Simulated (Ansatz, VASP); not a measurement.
# Two plane-wave programs on Ge

File INCAR:

```
SYSTEM = Ge
PREC = Accurate
ENCUT = 520
EDIFF = 1E-6
ISMEAR = -1
SIGMA = 0.1
LREAL = .False.
LASPH = .True.
NELM = 100
ALGO = Normal
ISIF = 2
LWAVE = .False.
LCHARG = .True.
GGA = CA
LELF = .True.
LVHAR = .True.
NBANDS = 21
```

File KPOINTS:

```
regular mesh
0
Gamma
  11 11 6
  0 0 0
```

The input POSCAR:

```
Ge
1.0
    1.5219941821     -2.6538726002      0.0000000000
    1.5219941821      2.6538726002      0.0000000000
    0.0000000000      0.0000000000      4.8354283128
Ge
2
Direct
    0.6665530000      0.3334470000      0.2500000000
    0.3334470000      0.6665530000      0.7500000000
```

Input for Ansatz:

```yaml
crystal:
  lattice:
    - [1.521994182076725, -2.653872600164549, 0.0]
    - [1.521994182076725, 2.653872600164549, 0.0]
    - [0.0, 0.0, 4.835428312841812]
  atoms:
    - { symbol: Ge, position: [0.666553, 0.333447, 0.25] }
    - { symbol: Ge, position: [0.333447, 0.666553, 0.75] }
basis:
  ecutwfc: 500.0
kpoints:
  mp_grid:
    grid: [11, 11, 6]
hamiltonian:
  xc: lda
scf:
  convergence:
    dr2_threshold: 1.0e-10
  occupations:
    method: fermi_dirac
    width: 0.1
output:
  stress: true
```

Alike in both runs: task single point; functional LDA; k mesh 11 × 11 × 6; occupations fermi-dirac, width 0.1 eV; no spin polarisation.

|  | VASP | Ansatz |
| --- | --- | --- |
| version | VASP 6.6.1 | Ansatz 0.2.0 |
| potentials or method | VASP PAW LDA potentials, release 64 (Ge_d), cutoff 520 eV | plane waves, PAW |
| valence electrons in the cell | 28 | 28 |

Ansatz gave:

```
pressure (GPa)                                                : -5.3
traceless stress, the component that is largest in VASP (GPa) : 3.39
```

**Question.** What did VASP give for the same quantities?

**Answer.** Pressure (GPa): -5.4; traceless stress, the component that is largest in VASP (GPa): 3.41.

LDA's correlation is that of Perdew and Zunger in VASP and of Perdew and Wang (1992) in Ansatz.
